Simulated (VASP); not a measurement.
# NaCl (Pm-3m) in VASP: a series of runs

NaCl is run at these levels: PBE+D3(BJ), PBEsol+D4, PBE; tasks: single point, relaxation of cell and atoms.

All numbers are computed with VASP 6.6.1; they aren't measurements. Logs are shortened: lines on timing, memory, paths and dates and some standing lists are left out, and cuts for length are marked.

### 1 The cell of the first run

Symmetry: Pm-3m, No. 221, cubic system. The conventional cell has a = 3.435 Å, b = 3.435 Å, c = 3.435 Å, α = 90.00°, β = 90.00°, γ = 90.00°. Cl (site symmetry m-3m) has 8 Na at 2.97 Å and 6 Cl at 3.43 Å within 3.9 Å. Na (site symmetry m-3m) has 8 Cl at 2.97 Å and 6 Na at 3.43 Å within 3.9 Å.

### 2 Single point, PBE+D3(BJ)

Contents of INCAR:

```
ALGO     = Normal         # electronic algorithm
EDIFF    = 1E-6           # SCF threshold, eV
ENCUT    = 520            # plane-wave cutoff, eV
GGA      = PE             # functional
ISIF     = 2              # what is computed and relaxed
ISMEAR   = -1             # smearing method
IVDW     = 12             # dispersion correction
LASPH    = True           # aspherical terms in the spheres
LCHARG   = True           # write CHGCAR
LELF     = True           # ELF
LREAL    = False          # projectors in reciprocal space
LVHAR    = True         
LWAVE    = False          # write WAVECAR
NBANDS   = 14             # bands
NELM     = 60             # most SCF steps
PREC     = Accurate       # precision mode
SIGMA    = 0.05           # smearing width, eV
```

Contents of KPOINTS:

```
k-points
0
Gamma
  8 8 8
```

Contents of POSCAR:

```
NaCl
1.0
    3.4347375338      0.0000000000      0.0000000000
    0.0000000000      3.4347375338      0.0000000000
    0.0000000000      0.0000000000      3.4347375338
Cl Na
1 1
Direct
    0.5000000000      0.5000000000      0.5000000000
    0.0000000000      0.0000000000      0.0000000000
```

Potentials or basis: VASP PAW PBE potentials, release 64 (Cl, Na_pv).

Command:

```sh
cat potpaw_PBE.64/Cl/POTCAR potpaw_PBE.64/Na_pv/POTCAR > POTCAR
mpirun -np 1 vasp_std > vasp.out
```

OUTCAR:

```text
EDIFF = 1E-6
   ENCUT = 520
   GGA = PE
   ISIF = 2
   ISMEAR = -1
   IVDW = 12
   LASPH = True
   LREAL = False
   NELM = 60
   PREC = Accurate
 IVDW          = 12

 ion  position               nearest neighbor table
   1  0.500  0.500  0.500-
   2  0.000  0.000  0.000-

  LATTYP: Found a simple cubic cell.
 ALAT       =     3.4347375338

  Lattice vectors:

 A1 = (   3.4347375338,   0.0000000000,   0.0000000000)
 A2 = (   0.0000000000,   3.4347375338,   0.0000000000)
 A3 = (   0.0000000000,   0.0000000000,   3.4347375338)

Analysis of symmetry for initial positions (statically):
=====================================================================
 Subroutine PRICEL returns:
 Original cell was already a primitive cell.

 Routine SETGRP: Setting up the symmetry group for a
 simple cubic supercell.

 Subroutine GETGRP returns: Found 48 space group operations
 (whereof 48 operations were pure point group operations)
 out of a pool of 48 trial point group operations.

The static configuration has the point symmetry O_h .

Analysis of symmetry for dynamics (positions and initial velocities):
=====================================================================
 Subroutine PRICEL returns:
 Original cell was already a primitive cell.

 Routine SETGRP: Setting up the symmetry group for a
 simple cubic supercell.

 Subroutine GETGRP returns: Found 48 space group operations
 (whereof 48 operations were pure point group operations)
 out of a pool of 48 trial point group operations.

The dynamic configuration has the point symmetry O_h .

 Subroutine INISYM returns: Found 48 space group operations
 (whereof 48 operations are pure point group operations),
 and found     1 'primitive' translations

----------------------------------------------------------------------------------------

                                     Primitive cell

  volume of cell :      40.5210

  direct lattice vectors                    reciprocal lattice vectors
     3.434737534  0.000000000  0.000000000     0.291143061  0.000000000  0.000000000
     0.000000000  3.434737534  0.000000000     0.000000000  0.291143061  0.000000000
     0.000000000  0.000000000  3.434737534     0.000000000  0.000000000  0.291143061

  length of vectors
     3.434737534  3.434737534  3.434737534     0.291143061  0.291143061  0.291143061

  position of ions in fractional coordinates (direct lattice)
     0.500000000  0.500000000  0.500000000
     0.000000000  0.000000000  0.000000000

  ion indices of the primitive-cell ions
   primitive index   ion index
                 1           1
                 2           2

----------------------------------------------------------------------------------------

 KPOINTS: k-points

Automatic generation of k-mesh.
 Grid dimensions read from file:
 generate k-points for:    8    8    8

 Generating k-lattice:

  Cartesian coordinates                     Fractional coordinates (reciprocal lattice)
     0.036392883  0.000000000  0.000000000     0.125000000  0.000000000  0.000000000
     0.000000000  0.036392883  0.000000000     0.000000000  0.125000000  0.000000000
     0.000000000  0.000000000  0.036392883     0.000000000  0.000000000  0.125000000

  Length of vectors
     0.036392883  0.036392883  0.036392883

  Shift w.r.t. Gamma in fractional coordinates (k-lattice)
     0.000000000  0.000000000  0.000000000

 Subroutine IBZKPT returns following result:
 ===========================================

 Found     35 irreducible k-points:

 Following reciprocal coordinates:
            Coordinates               Weight
  0.000000  0.000000  0.000000      1.000000
  0.125000  0.000000  0.000000      6.000000
  0.250000  0.000000  0.000000      6.000000
  0.375000  0.000000  0.000000      6.000000
  0.500000  0.000000  0.000000      3.000000
  0.125000  0.125000  0.000000     12.000000
[... 16 lines left out ...]
  0.375000  0.375000  0.125000     24.000000
  0.500000  0.375000  0.125000     24.000000
 [... further k-points ...]
   k-points           NKPTS =     35   k-points in BZ     NKDIM =     35   number of bands    NBANDS=     14
   number of dos      NEDOS =    301   number of ions     NIONS =      2
   total plane-waves  NPLWV =  21952
   dimension x,y,z NGX =    28 NGY =   28 NGZ =   28
   dimension x,y,z NGXF=    56 NGYF=   56 NGZF=   56
   ions per type =               1   1
   NGX,Y,Z   is equivalent  to a cutoff of  13.55, 13.55, 13.55 a.u.
   NGXF,Y,Z  is equivalent  to a cutoff of  27.10, 27.10, 27.10 a.u.
 SYSTEM =  unknown system
   PREC   = accura    normal or accurate (medium, high low for compatibility)
   ISTART =      0    job   : 0-new  1-cont  2-samecut
   ICHARG =      2    charge: 1-file 2-atom 10-const
   ISPIN  =      1    spin polarized calculation?
   LNONCOLLINEAR =      F non collinear calculations
   LSORBIT =      F    spin-orbit coupling
   LASPH  =      T    aspherical Exc in radial PAW
   ENCUT  =  520.0 eV  38.22 Ry    6.18 a.u.   6.39  6.39  6.39*2*pi/ulx,y,z
   NELM   =     60;   NELMIN=  2; NELMDL= -5     # of ELM steps
   EDIFF  = 0.1E-05   stopping-criterion for ELM
   LREAL  =      F    real-space projection
   EDIFFG = 0.1E-04   stopping-criterion for IOM
   NSW    =      0    number of steps for IOM
   IBRION =     -1    ionic relax: 0-MD 1-quasi-New 2-CG
   NFREE  =      0    steps in history (QN), initial steepest desc. (CG)
   ISIF   =      2    stress and relaxation
   ISYM   =      2    0-nonsym 1-usesym 2-fastsym
   POTIM  = 0.5000    time-step for ionic-motion
   TEBEG  =    0.0;   TEEND  =   0.0 temperature during run
   PSTRESS=    0.0 pullay stress
   NELECT =      14.0000    total number of electrons
   NUPDOWN=      -1.0000    fix difference up-down
   EMIN   =  10.00;   EMAX   =-10.00  energy-range for DOS
   EFERMI =   0.00;   METHOD = LEGACY
   ISMEAR =    -1;   SIGMA  =   0.05  broadening in eV -4-tet -1-fermi 0-gaus
   EFERMI_NEDOS =   21; number of points for ismear=-14 and -15
   IALGO  =     38    algorithm
   IMIX   =      4    mixing-type and parameters
     AMIX     =   0.40;   BMIX     =  1.00
     AMIX_MAG =   1.60;   BMIX_MAG =  1.00
  volume/ion in A,a.u.               =      20.26       136.72
  Fermi-wavevector in a.u.,A,eV,Ry     =   1.148746  2.170815 17.954480  1.319617
  Thomas-Fermi vector in A             =   2.285419
   LORBIT       =      0    0 simple, 1 ext, 2 COOP (PROOUT), +10 PAW based schemes
   GGA     = PE    functional components
   LHFCALC =     F    Hartree Fock is set to
   AEXX    =    0.0000 exact exchange contribution
   IVDW    =    12    specifies the selected vdW correction
   LEPSILON=     F    determine dielectric tensor
   LRPA    =     F    only Hartree local field effects (RPA)
 non-spin polarized calculation
  energy-cutoff  :      520.00
  volume of cell :       40.52
 maximum number of plane-waves:      1110
 NGX is ok and might be reduce to    28
   NGX = 13   NGY = 13   NGZ = 13

 number of electron      14.0000010 magnetization

 Free energy of the ion-electron system (eV)
  ---------------------------------------------------
  ext. energy  EPLUGINS =         0.00000000
  ---------------------------------------------------
  free energy    TOTEN  =        -6.45451387 eV

  energy without entropy =       -6.45451387  energy(sigma->0) =       -6.45451387

 E-fermi :   1.8878     XC(G=0):  -8.6877

 val. band max:        0.8442575888   @ k =   0.5000   0.5000   0.0000
 cond. band min:       5.0268057306   @ k =   0.0000   0.0000   0.0000
 fundamental gap:      4.1825481418
 Fermi energy:         1.8878043879

 k-point     1 :       0.0000    0.0000    0.0000
  band No.  band energies     occupation
      1     -21.1768      2.00000
      2     -21.1768      2.00000
      3     -21.1768      2.00000
      4     -12.7435      2.00000
      5       0.3045      2.00000
      6       0.3045      2.00000
      7       0.3045      2.00000
      8       5.0268      0.00000
      9       9.3556      0.00000
     10       9.3556      0.00000
     11      16.9640      0.00000
     12      16.9640      0.00000
     13      16.9641      0.00000
     14      17.0933      0.00000

 k-point     2 :       0.1250    0.0000    0.0000
  band No.  band energies     occupation
      1     -21.1844      2.00000
      2     -21.1761      2.00000
      3     -21.1761      2.00000
      4     -12.6866      2.00000
      5      -0.2312      2.00000
      6       0.3399      2.00000
      7       0.3399      2.00000
      8       5.4923      0.00000
      9       9.5323      0.00000
     10       9.7477      0.00000
     11      15.4719      0.00000
     12      15.4719      0.00000
     13      16.6167      0.00000
     14      17.0856      0.00000

 k-point     3 :       0.2500    0.0000    0.0000
  band No.  band energies     occupation
      1     -21.2025      2.00000
      2     -21.1745      2.00000
      3     -21.1745      2.00000
      4     -12.5434      2.00000
      5      -1.2441      2.00000
      6       0.4279      2.00000
      7       0.4279      2.00000
      8       6.4124      0.00000
      9      10.0467      0.00000
     10      10.4007      0.00000
     11      14.0873      0.00000
     12      14.0873      0.00000
     13      16.3455      0.00000
     14      16.7713      0.00000
[... 324 lines left out ...]
 k-point    23 :       0.3750    0.3750    0.1250
  band No.  band energies     occupation
      1     -21.2112      2.00000
      2     -21.2094      2.00000
      3     -21.1755      2.00000
      4     -12.0752      2.00000
      5      -1.4846      2.00000
      6      -1.3476      2.00000
      7       0.3826      2.00000
      8       7.2946      0.00000
      9      10.0479      0.00000
     10      11.0730      0.00000
     11      12.2039      0.00000
     12      14.4383      0.00000
     13      14.6102      0.00000
     14      18.2036      0.00000

 k-point    24 :       0.5000    0.3750    0.1250
  band No.  band energies     occupation
      1     -21.2168      2.00000
      2     -21.2088      2.00000
      3     -21.1748      2.00000
      4     -12.0249      2.00000
      5      -1.6851      2.00000
      6      -1.3060      2.00000
      7       0.4336      2.00000
      8       6.9509      0.00000
      9      10.4872      0.00000
     10      10.7827      0.00000
     11      12.0911      0.00000
     12      14.6540      0.00000
     13      14.7253      0.00000
     14      17.7742      0.00000

 [... further k-points ...]

------------------------ aborting loop because EDIFF is reached ----------------------------------------

 Edisp (eV)   -0.47716

 E8    (eV) :    -0.1995

  FORCE on cell =-STRESS in cart. coord.  units (eV):
  Direction    XX          YY          ZZ          XY          YZ          ZX
  --------------------------------------------------------------------------------------
  -------------------------------------------------------------------------------------
  Total      -0.01699    -0.01699    -0.01699    -0.00000     0.00000    -0.00000
  in kB      -0.67197    -0.67197    -0.67197    -0.00000     0.00000    -0.00000
  external pressure =       -0.67 kB  Pullay stress =        0.00 kB

 VOLUME and BASIS-vectors are now :
 -----------------------------------------------------------------------------
  energy-cutoff  :      520.00
  volume of cell :       40.52
      direct lattice vectors                 reciprocal lattice vectors
     3.434737534  0.000000000  0.000000000     0.291143061  0.000000000  0.000000000
     0.000000000  3.434737534  0.000000000     0.000000000  0.291143061  0.000000000
     0.000000000  0.000000000  3.434737534     0.000000000  0.000000000  0.291143061

 POSITION                                       TOTAL-FORCE (eV/Angst)
 -----------------------------------------------------------------------------------
      1.71737      1.71737      1.71737         0.000000      0.000000      0.000000
      0.00000      0.00000      0.00000         0.000000      0.000000      0.000000
 -----------------------------------------------------------------------------------
    total drift:                               -0.000000      0.000000      0.000000

  FREE ENERGIE OF THE ION-ELECTRON SYSTEM (eV)
  ---------------------------------------------------
  free  energy   TOTEN  =        -6.9316690098 eV

  energy  without entropy=       -6.9316690098  energy(sigma->0) =       -6.93166901
```

Wall time 28 s (1 thread of Intel Xeon Platinum 8259CL at 2.50GHz (Skylake/Cascade Lake), shared host); peak memory 0.16 GiB.

Results:

```
Free energy                : -6.9317 eV
Pressure                   : -0.1 GPa
Band gap on the k mesh     : 4.18 eV (least direct gap 4.72 eV)
Dispersion energy per atom : -0.239 eV
```

Levels at points of the mesh, in eV from the valence-band top:
| k point | band 4 | band 5 | band 6 | band 7 | band 8 | band 9 | band 10 | band 11 |
| --- | --- | --- | --- | --- | --- | --- | --- | --- |
| (0.00, 0.00, 0.00) | -13.59 | -0.54 | -0.54 | -0.54 | 4.18 | 8.51 | 8.51 | 16.12 |
| (0.50, 0.00, 0.00) | -13.17 | -3.21 | -0.29 | -0.29 | 7.11 | 8.97 | 10.49 | 11.99 |
| (0.50, 0.50, 0.00) | -12.87 | -2.47 | -2.47 | 0.00 | 5.53 | 10.01 | 11.42 | 11.42 |
| (0.50, 0.50, 0.50) | -12.55 | -2.03 | -2.03 | -2.03 | 7.12 | 7.12 | 7.12 | 12.12 |

A k mesh can miss the band edges.

(Part 1 of 2 ends here.)
